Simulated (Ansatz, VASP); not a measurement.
One calculation of Ta, two programs

```
Ta
1.0
     2.81737    0.00000    0.00000
    -0.93912    2.65624    0.00000
     0.00000    0.00000   25.20150
Ta
5
Cartesian
  0.0000 0.0000 8.0978
  0.9391 1.3281 10.3043
  0.0000 0.0000 12.6007
  0.9391 1.3281 14.8972
  0.0000 0.0000 17.1037
```

Alike in both runs: functional LDA; k mesh 15 × 15 × 1; occupations fermi-dirac, width 0.08 eV; no spin polarisation.

Ansatz relaxed the structure, and its values are those at the end. VASP's run is a single point on that final structure, the one shown.

|  | VASP | Ansatz |
| --- | --- | --- |
| version | VASP 6.6.1 | Ansatz 0.2.0 |
| potentials or method | VASP PAW LDA potentials, release 64 (Ta_pv) | PAW with Ansatz's default frozen-core files, scalar-relativistic |
| plane-wave cutoff (eV) | 520 | 420 |
| valence electrons in the cell | 55 | 65 |

Ansatz gave:

* gap on the k mesh at the Fermi level (eV): none
* rms of the force components (eV/Å): 0.000

Question: Estimate VASP's values.

Answer: gap on the k mesh at the Fermi level (eV): none; rms of the force components (eV/Å): 0.017.

LDA's correlation is that of Perdew and Zunger in VASP and of Perdew and Wang (1992) in Ansatz. A gap of «none» marks a metal or a gap that the smearing closes. VASP's potentials hold 55 valence electrons a cell and Ansatz's 65, so a difference there can come from the potentials and not from the codes. Ansatz's warnings: stress scf threshold loose.

Spin-orbit coupling is off throughout.
